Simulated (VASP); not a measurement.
## ZnO: single point with r2SCAN

Crystal: ZnO.

```
Zn O
1.0
     0.00000    2.13377    2.21677
     2.13377    0.00000    2.21677
     2.13377    2.13377    0.00000
Zn O
1 1
Direct
  0.00000 0.00000 0.00000
  0.50000 0.50000 0.50000
```

This cell differs from its parent crystal: uniaxial z strain +3.9%.

| Item | Value |
| --- | --- |
| Program | VASP 6.6.1 |
| Task | single point |
| Functional | r2SCAN |
| Potentials or basis | VASP PAW PBE potentials, release 64 (Zn, O) |
| Cutoff | 520 eV |
| k mesh | 10 × 10 × 10 |
| Occupations | gaussian, width 0.01 eV |
| Spin | no spin polarisation |

```json
{
  "Pressure": "-5.1 GPa",
  "Band gap on the k mesh": "1.26 eV (least direct gap 2.55 eV)"
}
```

Stress tensor (GPa, compression positive):
```
-4.09  0.00  0.00
 0.00 -4.09  0.00
 0.00  0.00 -6.99
```

Levels at points of the mesh, in eV from the valence-band top:
```csv
k point,band 5,band 6,band 7,band 8,band 9,band 10,band 11,band 12,band 13,band 14
"(0.00, 0.00, 0.00)",-4.84,-4.77,-1.47,-1.47,-1.29,1.26,18.37,18.56,18.56,19.04
"(0.50, 0.00, 0.00)",-4.62,-4.57,-3.73,-0.23,0.00,6.00,9.60,13.10,13.87,19.83
"(0.50, 0.50, 0.00)",-4.50,-4.50,-4.29,-2.72,-2.72,4.77,10.97,12.08,16.47,16.47
"(0.50, 0.00, 0.50)",-4.52,-4.45,-4.20,-3.02,-2.67,4.74,11.52,11.61,15.58,16.37
```

It took 100 s on 1 thread of AMD EPYC 7R13 Processor (Zen 3), with other jobs on the host, peak memory 0.13 GiB.

Caveat: the cell differs from its parent crystal (uniaxial z strain +3.9%); the cell stands under tension; the PAW data sets were made with another functional, which shifts forces and pressure a little. A k mesh can miss the band edges.
